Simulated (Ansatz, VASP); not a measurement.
**One calculation of Zr3O, two programs**

```
CELL_PARAMETERS angstrom
5.77864 0.00000 0.00000
-2.88932 5.00445 0.00000
0.00000 0.00000 4.81477
ATOMIC_POSITIONS crystal
Zr 0.34619 0.00000 0.00000
Zr 0.34619 0.34619 0.50000
Zr 0.00000 0.34619 0.00000
Zr 0.65381 0.00000 0.50000
Zr 0.65381 0.65381 0.00000
Zr 0.00000 0.65381 0.50000
O 0.33333 0.66667 0.25000
O 0.66667 0.33333 0.75000
```

Alike in both runs: task single point; functional PBEsol; k mesh 9 × 9 × 8; occupations gaussian, width 0.15 eV; no spin polarisation.

|  | VASP | Ansatz |
| --- | --- | --- |
| version | VASP 6.6.1 | Ansatz 0.2.0 |
| potentials or method | VASP PAW PBE potentials, release 64 (Zr_sv, O), cutoff 520 eV | scalar-relativistic, plane waves, PAW |
| valence electrons in the cell | 84 | 84 |

|  | VASP | Ansatz | Ansatz less VASP |
| --- | --- | --- | --- |
| gap on the k mesh at the Fermi level (eV) | none | none | - |
| pressure (GPa) | 1.7 | 1.6 | -0.16 |
| traceless stress, the component that is largest in VASP (GPa) | 10.77 | 10.77 | -0.004 |
| rms of the force components (eV/Å) | 0.198 | 0.190 | -0.0075 |

VASP's potentials were made for PBE, not for PBEsol, and Ansatz warns of the same on its side. Atom by atom the forces differ by 0.008 eV/Å (rms over components). A gap of «none» marks a metal or a gap that the smearing closes. The functional is the same, so the differences come from potentials, cutoffs and numerics.
